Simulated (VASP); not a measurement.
# SnO2 in VASP: further runs, part 2 of 2

VASP 6.6.1. The steps go on from the part before.

## 3. Single point, PBE+D3(BJ) (atoms displaced along several vibrational modes)

INCAR

```
SYSTEM = SnO2
PREC     = Accurate       ! precision mode
ENCUT    = 520            ! plane-wave cutoff, eV
EDIFF    = 1E-6           ! SCF threshold, eV
ISMEAR   = 0              ! smearing method
SIGMA    = 0.05           ! smearing width, eV
LREAL    = .FALSE.        ! projectors in reciprocal space
LASPH    = .TRUE.         ! aspherical terms in the spheres
NELM     = 60             ! most SCF steps
ALGO     = Normal         ! electronic algorithm
ISIF     = 2              ! what is computed and relaxed
LWAVE    = .FALSE.        ! write WAVECAR
LCHARG   = .FALSE.        ! write CHGCAR
GGA      = PE             ! functional
IVDW     = 12             ! dispersion correction
NBANDS   = 64             ! bands
```

KPOINTS

```
regular mesh
0
G
  6 6 6
  0 0 0
```

POSCAR

```
SnO2
1.0
    3.2373377712      1.8690778337      4.2908446647
   -3.2373377712      1.8690778337      4.2908446647
    0.0000000000     -3.7381556673      4.2908446647
Sn O
4 8
Direct
    0.8623707507      0.8659830116      0.8659830115
    0.3623965338      0.3659877639      0.8659885266
    0.3623965338      0.8659885268      0.3659877637
    0.8623816048      0.3659910080      0.3659910079
    0.1300853923      0.6167018899      0.6167018905
    0.6300850564      0.1167453700      0.6167141405
    0.6300850564      0.6167141398      0.1167453706
    0.6172872965      0.6039623706      0.6039623713
    0.1300885075      0.1167360751      0.1167360757
    0.1173072233      0.1039262313      0.6039415960
    0.1173072233      0.6039415954      0.1039262319
    0.6173061892      0.1039423315      0.1039423321
```

Potentials or basis: VASP PAW PBE potentials, release 64 (Sn_d, O).

Started as:

```sh
$ cat potpaw_PBE.64/Sn_d/POTCAR potpaw_PBE.64/O/POTCAR > POTCAR
$ mpirun -np 1 vasp_std > vasp.out
```

OUTCAR:

```text
SYSTEM = SnO2
   PREC = Accurate
   ENCUT = 520
   EDIFF = 1E-6
   ISMEAR = 0
   LREAL = .FALSE.
   LASPH = .TRUE.
   NELM = 60
   ISIF = 2
   GGA = PE
   IVDW = 12
 IVDW          = 12

 ion  position               nearest neighbor table
   1  0.862  0.866  0.866-  12 2.06   6 2.09   7 2.09  10 2.14  11 2.14   5 2.17   3 3.24   2 3.24
                             4 3.24   4 3.24   2 3.24   3 3.24
   2  0.362  0.366  0.866-  11 2.06   9 2.09   5 2.09   8 2.14  12 2.14   6 2.17   1 3.24   4 3.24
                             3 3.24   3 3.24   4 3.24   1 3.24
   3  0.362  0.866  0.366-  10 2.06   9 2.09   5 2.09   8 2.14  12 2.14   7 2.17   1 3.24   4 3.24
                             2 3.24   2 3.24   4 3.24   1 3.24
   4  0.862  0.366  0.366-   8 2.06   7 2.09   6 2.09  11 2.14  10 2.14   9 2.17   2 3.24   3 3.24
                             1 3.24   1 3.24   3 3.24   2 3.24
   5  0.130  0.617  0.617-   2 2.09   3 2.09   1 2.17
   6  0.630  0.117  0.617-   4 2.09   1 2.09   2 2.17
   7  0.630  0.617  0.117-   4 2.09   1 2.09   3 2.17
   8  0.617  0.604  0.604-   4 2.06   2 2.14   3 2.14
   9  0.130  0.117  0.117-   3 2.09   2 2.09   4 2.17
  10  0.117  0.104  0.604-   3 2.06   1 2.14   4 2.14
  11  0.117  0.604  0.104-   2 2.06   1 2.14   4 2.14
  12  0.617  0.104  0.104-   1 2.06   3 2.14   2 2.14

  LATTYP: Found a trigonal (rhomboedric) cell.
 ALAT       =     5.6907957027
 COS(alpha) =     0.3527679204

  Lattice vectors:

 A1 = (   3.2373377712,   1.8690778337,   4.2908446647)
 A2 = (  -3.2373377712,   1.8690778337,   4.2908446647)
 A3 = (   0.0000000000,  -3.7381556673,   4.2908446647)

Analysis of symmetry for initial positions (statically):
=====================================================================
 Subroutine PRICEL returns:
 Original cell was already a primitive cell.

 Routine SETGRP: Setting up the symmetry group for a
 trigonal (rhombohedral) supercell.

 Subroutine GETGRP returns: Found  2 space group operations
 (whereof  2 operations were pure point group operations)
 out of a pool of 12 trial point group operations.

The static configuration has the point symmetry C_1h.

Analysis of symmetry for dynamics (positions and initial velocities):
=====================================================================
 Subroutine PRICEL returns:
 Original cell was already a primitive cell.

 Routine SETGRP: Setting up the symmetry group for a
 trigonal (rhombohedral) supercell.

 Subroutine GETGRP returns: Found  2 space group operations
 (whereof  2 operations were pure point group operations)
 out of a pool of 12 trial point group operations.

The dynamic configuration has the point symmetry C_1h.

 Subroutine INISYM returns: Found  2 space group operations
 (whereof  2 operations are pure point group operations),
 and found     1 'primitive' translations

----------------------------------------------------------------------------------------

                                     Primitive cell

  volume of cell :     155.7792

  direct lattice vectors                    reciprocal lattice vectors
     3.237337771  1.869077834  4.290844665     0.154447894  0.089170533  0.077684782
    -3.237337771  1.869077834  4.290844665    -0.154447894  0.089170533  0.077684782
     0.000000000 -3.738155667  4.290844665     0.000000000 -0.178341066  0.077684782
[... 88 lines left out ...]
   total plane-waves  NPLWV =  74088
   dimension x,y,z NGX =    42 NGY =   42 NGZ =   42
   dimension x,y,z NGXF=    84 NGYF=   84 NGZF=   84
   ions per type =               4   8
   NGX,Y,Z   is equivalent  to a cutoff of  12.27, 12.27, 12.27 a.u.
   NGXF,Y,Z  is equivalent  to a cutoff of  24.54, 24.54, 24.54 a.u.
 SYSTEM =  SnO2
   PREC   = accura    normal or accurate (medium, high low for compatibility)
   ISTART =      0    job   : 0-new  1-cont  2-samecut
   ICHARG =      2    charge: 1-file 2-atom 10-const
   ISPIN  =      1    spin polarized calculation?
   LNONCOLLINEAR =      F non collinear calculations
   LSORBIT =      F    spin-orbit coupling
   LASPH  =      T    aspherical Exc in radial PAW
   ENCUT  =  520.0 eV  38.22 Ry    6.18 a.u.  10.58 10.58 10.58*2*pi/ulx,y,z
   NELM   =     60;   NELMIN=  2; NELMDL= -5     # of ELM steps
   EDIFF  = 0.1E-05   stopping-criterion for ELM
   LREAL  =      F    real-space projection
   EDIFFG = 0.1E-04   stopping-criterion for IOM
   NSW    =      0    number of steps for IOM
   IBRION =     -1    ionic relax: 0-MD 1-quasi-New 2-CG
   NFREE  =      0    steps in history (QN), initial steepest desc. (CG)
   ISIF   =      2    stress and relaxation
   ISYM   =      2    0-nonsym 1-usesym 2-fastsym
   POTIM  = 0.5000    time-step for ionic-motion
   TEBEG  =    0.0;   TEEND  =   0.0 temperature during run
   PSTRESS=    0.0 pullay stress
   NELECT =     104.0000    total number of electrons
   NUPDOWN=      -1.0000    fix difference up-down
   EMIN   =  10.00;   EMAX   =-10.00  energy-range for DOS
   EFERMI =   0.00;   METHOD = LEGACY
   ISMEAR =     0;   SIGMA  =   0.05  broadening in eV -4-tet -1-fermi 0-gaus
   EFERMI_NEDOS =   21; number of points for ismear=-14 and -15
   IALGO  =     38    algorithm
   IMIX   =      4    mixing-type and parameters
     AMIX     =   0.40;   BMIX     =  1.00
     AMIX_MAG =   1.60;   BMIX_MAG =  1.00
  volume/ion in A,a.u.               =      12.98        87.60
  Fermi-wavevector in a.u.,A,eV,Ry     =   1.430813  2.703844 27.854188  2.047225
  Thomas-Fermi vector in A             =   2.550617
   LORBIT       =      0    0 simple, 1 ext, 2 COOP (PROOUT), +10 PAW based schemes
   GGA     = PE    functional components
   LHFCALC =     F    Hartree Fock is set to
   AEXX    =    0.0000 exact exchange contribution
   IVDW    =    12    specifies the selected vdW correction
   LEPSILON=     F    determine dielectric tensor
   LRPA    =     F    only Hartree local field effects (RPA)
 non-spin polarized calculation
 Gauss-broadening in eV      SIGMA  =   0.05
  energy-cutoff  :      520.00
  volume of cell :      155.78
 maximum number of plane-waves:      4212
   NGX = 21   NGY = 21   NGZ = 21

 number of electron     103.9999987 magnetization

 Free energy of the ion-electron system (eV)
  ---------------------------------------------------
  ext. energy  EPLUGINS =         0.00000000
  ---------------------------------------------------
  free energy    TOTEN  =       -72.54370185 eV

  energy without entropy =      -72.54370185  energy(sigma->0) =      -72.54370185

 E-fermi :   5.0736     XC(G=0): -10.7307

 val. band max:        4.8712035539   @ k =   0.0000   0.0000   0.0000
 cond. band min:       6.4195187239   @ k =   0.0000   0.0000   0.0000
 fundamental gap:      1.5483151700
 Fermi energy:         5.0735854796

 k-point     1 :       0.0000    0.0000    0.0000
  band No.  band energies     occupation
      1     -15.9524      2.00000
      2     -15.9458      2.00000
      3     -15.9454      2.00000
      4     -15.3860      2.00000
      5     -15.1635      2.00000
      6     -15.1440      2.00000
[... 1597 lines left out ...]
     63      14.2050      0.00000
     64      14.7414      0.00000

 [... further k-points ...]

------------------------ aborting loop because EDIFF is reached ----------------------------------------

 Edisp (eV)   -2.41272

 E8    (eV) :    -0.9593

  FORCE on cell =-STRESS in cart. coord.  units (eV):
  Direction    XX          YY          ZZ          XY          YZ          ZX
  --------------------------------------------------------------------------------------
  -------------------------------------------------------------------------------------
  Total       1.49221     1.26398     0.62975     0.19765    -0.22710    -0.39334
  in kB      15.34724    12.99990     6.47698     2.03286    -2.33568    -4.04551
  external pressure =       11.61 kB  Pullay stress =        0.00 kB

 VOLUME and BASIS-vectors are now :
 -----------------------------------------------------------------------------
  energy-cutoff  :      520.00
  volume of cell :      155.78
      direct lattice vectors                 reciprocal lattice vectors
     3.237337771  1.869077834  4.290844665     0.154447894  0.089170533  0.077684782
    -3.237337771  1.869077834  4.290844665    -0.154447894  0.089170533  0.077684782
     0.000000000 -3.738155667  4.290844665     0.000000000 -0.178341066  0.077684782

 POSITION                                       TOTAL-FORCE (eV/Angst)
 -----------------------------------------------------------------------------------
     -0.01169     -0.00675     11.13190         0.806720      0.465760     -0.007714
     -0.01163     -1.87579      6.84121         0.802685      0.464582     -0.008706
     -1.63030      0.92783      6.84121         0.803682      0.462854     -0.008706
      1.60698      0.92779      6.84117         0.805387      0.464991     -0.005769
     -1.57534     -0.90952      5.85052        -0.352348     -0.203428     -0.098914
      1.66185     -0.90949      5.85076        -0.351740     -0.204217     -0.101117
      0.04329      1.89395      5.85076        -0.352727     -0.202507     -0.101117
      0.04314      0.02491      7.83170        -0.451020     -0.260396      0.108003
      0.04323      0.02496      1.55998        -0.351631     -0.203014     -0.101387
      0.04332     -1.84413      3.54070        -0.453416     -0.262024      0.108635
     -1.57540      0.95958      3.54070        -0.453628     -0.261658      0.108635
      1.66193      0.95952      3.54077        -0.451964     -0.260942      0.108154
 -----------------------------------------------------------------------------------
    total drift:                                0.004215      0.002453     -0.001113

  FREE ENERGIE OF THE ION-ELECTRON SYSTEM (eV)
  ---------------------------------------------------
  free  energy   TOTEN  =       -74.9564212568 eV

  energy  without entropy=      -74.9564212568  energy(sigma->0) =      -74.95642126
```

Wall time 22 min (1 thread of Oxide Virtual Turin-like, shared host); peak memory 0.54 GiB.

What came out:

```yaml
Free_energy: -74.9564 eV
Pressure: 1.2 GPa
Largest_force: 0.932 eV/Å
Band_gap_on_the_k_mesh: 1.55 eV
Dispersion_energy_per_atom: -0.201 eV
```

Forces in eV/Å, atoms in the order of the input:
```
Sn   0.807  0.466 -0.008
Sn   0.803  0.465 -0.009
Sn   0.804  0.463 -0.009
Sn   0.805  0.465 -0.006
O   -0.352 -0.203 -0.099
O   -0.352 -0.204 -0.101
O   -0.353 -0.203 -0.101
O   -0.451 -0.260  0.108
O   -0.352 -0.203 -0.101
O   -0.453 -0.262  0.109
O   -0.454 -0.262  0.109
O   -0.452 -0.261  0.108
```

Stress tensor (GPa, compression positive):
```
 1.53  0.20 -0.40
 0.20  1.30 -0.23
-0.40 -0.23  0.65
```

Levels at points of the mesh, in eV from the valence-band top:
| k point | band 49 | band 50 | band 51 | band 52 | band 53 | band 54 | band 55 | band 56 |
| --- | --- | --- | --- | --- | --- | --- | --- | --- |
| (0.00, 0.00, 0.00) | -0.06 | -0.06 | -0.06 | 0.00 | 1.55 | 4.77 | 4.77 | 4.78 |
| (0.50, 0.00, 0.00) | -0.40 | -0.40 | -0.08 | -0.08 | 4.06 | 4.06 | 5.53 | 5.53 |
| (0.00, 0.50, 0.00) | -0.40 | -0.40 | -0.08 | -0.08 | 4.05 | 4.05 | 5.54 | 5.54 |
| (0.50, 0.50, 0.00) | -0.59 | -0.59 | -0.17 | -0.17 | 4.46 | 4.46 | 5.54 | 5.54 |
| (0.00, 0.50, 0.50) | -0.59 | -0.59 | -0.17 | -0.17 | 4.47 | 4.47 | 5.53 | 5.53 |
| (0.50, 0.50, 0.50) | -1.07 | -0.96 | -0.95 | -0.95 | 3.47 | 5.28 | 5.28 | 5.29 |

Caveat: the cell differs from its parent crystal (atoms displaced along several vibrational modes); spin-orbit coupling is left out, which moves the levels of the heavy elements.

## 4. Single point, PBE+D3(BJ) (atoms displaced along several vibrational modes)

INCAR

```
SYSTEM = SnO2
PREC = Accurate
ENCUT = 520
EDIFF = 1E-6
ISMEAR = 0
SIGMA = 0.05
LREAL = .False.
LASPH = .True.
NELM = 100
ALGO = Normal
ISIF = 2
LWAVE = .False.
LCHARG = .True.
GGA = PE
IVDW = 12
LELF = .True.
LVHAR = .True.
NBANDS = 64
```

KPOINTS

```
regular mesh
0
Gamma
  6 6 6
  0 0 0
```

POSCAR

```
SnO2
1.0
    3.2373377715      1.8690778339      4.2908446674
   -3.2373377715      1.8690778339      4.2908446674
    0.0000000000     -3.7381556677      4.2908446674
Sn O
4 8
Direct
    0.8647828825      0.8647769455      0.8647769455
    0.3647887733      0.3647948036      0.8647846652
    0.3647887733      0.8647846652      0.3647948036
    0.8647893268      0.3647917293      0.3647917293
    0.1334948470      0.6150191008      0.6150190899
    0.6334608352      0.1150406484      0.6150211507
    0.6334608352      0.6150211616      0.1150406375
    0.5961069490      0.6145525400      0.6145525509
    0.1334845187      0.1150380751      0.1150380642
    0.0960830615      0.1145501572      0.6145370783
    0.0960830615      0.6145370674      0.1145501682
    0.5961152354      0.1145425561      0.1145425671
```

Started as:

```sh
$ cat potpaw_PBE.64/Sn_d/POTCAR potpaw_PBE.64/O/POTCAR > POTCAR
$ mpirun -np 1 vasp_std > vasp.out
```

Run time: 11 min. Hardware: 1 thread of Oxide Virtual Turin-like, shared host; peak memory 0.54 GiB.

The run converged. Its results:

```
Free energy                : -74.8503 eV
Pressure                   : 1.3 GPa
Largest force              : 0.818 eV/Å
Band gap on the k mesh     : 1.54 eV
Dispersion energy per atom : -0.201 eV
```

Forces on the atoms (eV/Å):
```
Sn  -0.002 -0.001  0.000
Sn   0.001 -0.001  0.001
Sn   0.000  0.002  0.001
Sn  -0.001  0.000 -0.001
O   -0.695 -0.401 -0.154
O   -0.694 -0.401 -0.153
O   -0.694 -0.400 -0.153
O    0.695  0.401  0.154
O   -0.694 -0.401 -0.155
O    0.696  0.400  0.154
O    0.694  0.403  0.154
O    0.695  0.401  0.153
```

Stress tensor (GPa, compression positive):
```
 1.01 -0.65  5.16
-0.65  1.76  2.98
 5.16  2.98  1.09
```

Levels at points of the mesh, in eV from the valence-band top:
| k point | band 48 | band 49 | band 50 | band 51 | band 52 | band 53 | band 54 | band 55 | band 56 | band 57 |
| --- | --- | --- | --- | --- | --- | --- | --- | --- | --- | --- |
| (0.00, 0.00, 0.00) | -0.61 | -0.05 | -0.05 | -0.02 | 0.00 | 1.54 | 4.55 | 4.93 | 4.93 | 5.44 |
| (0.50, 0.00, 0.00) | -0.51 | -0.44 | -0.44 | -0.05 | -0.05 | 3.92 | 3.92 | 5.63 | 5.63 | 6.62 |
| (0.00, 0.50, 0.00) | -0.58 | -0.34 | -0.34 | -0.07 | -0.07 | 4.12 | 4.12 | 5.51 | 5.51 | 6.62 |
| (0.50, 0.50, 0.00) | -0.89 | -0.59 | -0.59 | -0.18 | -0.18 | 4.52 | 4.52 | 5.49 | 5.49 | 7.37 |
| (0.00, 0.50, 0.50) | -0.92 | -0.55 | -0.55 | -0.10 | -0.10 | 4.35 | 4.35 | 5.68 | 5.68 | 7.30 |
| (0.50, 0.50, 0.50) | -1.13 | -1.02 | -1.00 | -0.79 | -0.79 | 3.46 | 5.00 | 5.45 | 5.45 | 5.73 |

Caveat: the cell differs from its parent crystal (atoms displaced along several vibrational modes); spin-orbit coupling is left out, which moves the levels of the heavy elements.

## 5. Summary

| cell | gap on the mesh (eV) | pressure (GPa) | largest force (eV/Å) |
| --- | --- | --- | --- |
| as given, atomic positions A | 1.54 | 1.4 | 0.99 |
| as given, atomic positions B | 1.55 | 1.2 | 0.93 |
| as given, atomic positions C | 1.54 | 1.3 | 0.82 |

Alike in all rows: task single point; level PBE+D3(BJ); potentials or basis VASP PAW PBE potentials, release 64 (Sn_d, O); no spin polarisation; k mesh 6 × 6 × 6; cutoff (eV) 520; smearing gaussian 0.05 eV.

Caveats: spin-orbit coupling is left out, which moves the levels of the heavy elements.

Total energies depend on the potentials used, so only differences within one code and one set of settings carry meaning.
